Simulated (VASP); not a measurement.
Wanted: the native input for a VASP 6.6.1 run.

- Task: single point
- Functional: r2SCAN
- Potentials or basis: VASP PAW PBE potentials, release 64 (Br, K_sv)
- Cutoff: 520 eV
- k mesh: 7 × 7 × 7
- Occupations: fermi-dirac, width 0.05 eV
- Spin: no spin polarisation
- Dipole correction: no
- Further INCAR settings: ALGO = Normal; EDIFF = 1e-06; NBANDS = 15

Crystal: KBr.

```
CELL_PARAMETERS angstrom
0.00000 3.32185 3.32185
3.32185 0.00000 3.32185
3.32185 3.32185 0.00000
ATOMIC_POSITIONS crystal
Br 0.50000 0.50000 0.50000
K 0.00000 0.00000 0.00000
```

These files were run (other wordings do the same):

POSCAR

```
KBr
1.0
    0.0000000000      3.3218549415      3.3218549415
    3.3218549415      0.0000000000      3.3218549415
    3.3218549415      3.3218549415      0.0000000000
Br K
1 1
Direct
    0.5000000000      0.5000000000      0.5000000000
    0.0000000000      0.0000000000      0.0000000000
```

INCAR.step1

```
SYSTEM = KBr
ALGO = Normal
EDIFF = 1E-4
ENCUT = 520
GGA = PE
ISMEAR = -1
LASPH = .True.
LCHARG = .False.
LREAL = .False.
LWAVE = .True.
NBANDS = 15
NELM = 60
PREC = Accurate
SIGMA = 0.05
```

INCAR.step2

```
SYSTEM = KBr
ALGO = Normal
EDIFF = 1E-6
ENCUT = 520
ISIF = 2
ISMEAR = -1
ISTART = 1
LASPH = .True.
LCHARG = .False.
LMIXTAU = .True.
LREAL = .False.
LWAVE = .False.
METAGGA = R2SCAN
NBANDS = 15
NELM = 60
PREC = Accurate
SIGMA = 0.05
```

KPOINTS

```
k-points
0
Gamma
  7 7 7
  0 0 0
```

Potentials or basis: VASP PAW PBE potentials, release 64 (Br, K_sv).

Run with:

```sh
$ cat potpaw_PBE.64/Br/POTCAR potpaw_PBE.64/K_sv/POTCAR > POTCAR
$ cp INCAR.step1 INCAR
$ mpirun -np 1 vasp_std > vasp.out
$ cp INCAR.step2 INCAR
$ mpirun -np 1 vasp_std > vasp.out
```

Results of the run:

| Item | Value |
| --- | --- |
| Pressure | -0.2 GPa |
| Band gap on the k mesh | 5.02 eV, direct |

Caveat: the PAW data sets were made with another functional, which shifts forces and pressure a little.

Wall time 70 s on 1 thread of Intel(R) Xeon(R) Platinum 8375C CPU @ 2.90GHz (Ice Lake), on a shared host, peak memory 0.22 GiB.
